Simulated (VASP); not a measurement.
# IrC (zincblende type): single point with PBE

The system is IrC (zincblende type).

```
CELL_PARAMETERS angstrom
0.00000 2.21416 2.21416
2.21416 0.00000 2.21416
2.21416 2.21416 0.00000
ATOMIC_POSITIONS crystal
Ir 0.00000 0.00000 0.00000
C 0.25000 0.25000 0.25000
```

This cell differs from its parent crystal: volume scaled by 0.88.

| Quantity | Value |
| --- | --- |
| Program | VASP 6.6.1 |
| Task | single point |
| Functional | PBE |
| Potentials or basis | VASP PAW PBE potentials, release 64 (Ir, C) |
| Cutoff | 520 eV |
| k mesh | 16 × 16 × 16 |
| Occupations | fermi-dirac, width 0.08 eV |
| Spin | no spin polarisation |

The pressure is 50.5 GPa.

Levels at points of the mesh, in eV from the Fermi level:
| k point | band 2 | band 3 | band 4 | band 5 | band 6 | band 7 | band 8 | band 9 | band 10 | band 11 |
| --- | --- | --- | --- | --- | --- | --- | --- | --- | --- | --- |
| (0.00, 0.00, 0.00) | -7.80 | -7.80 | -7.80 | -2.83 | -2.83 | 3.74 | 6.96 | 6.96 | 6.96 | 14.63 |
| (0.50, 0.00, 0.00) | -7.04 | -7.04 | -6.99 | -2.06 | -2.06 | -0.99 | 4.06 | 4.06 | 6.77 | 11.77 |
| (0.50, 0.50, 0.00) | -9.21 | -4.43 | -4.43 | -3.74 | -1.48 | -0.07 | 0.68 | 0.68 | 12.01 | 13.07 |

Run time: 31 s on 1 thread of Intel(R) Xeon(R) Platinum 8259CL CPU @ 2.50GHz (Skylake/Cascade Lake) (shared host), peak memory 0.17 GiB.

Caveat: spin-orbit coupling is left out, which moves the levels of the heavy elements.
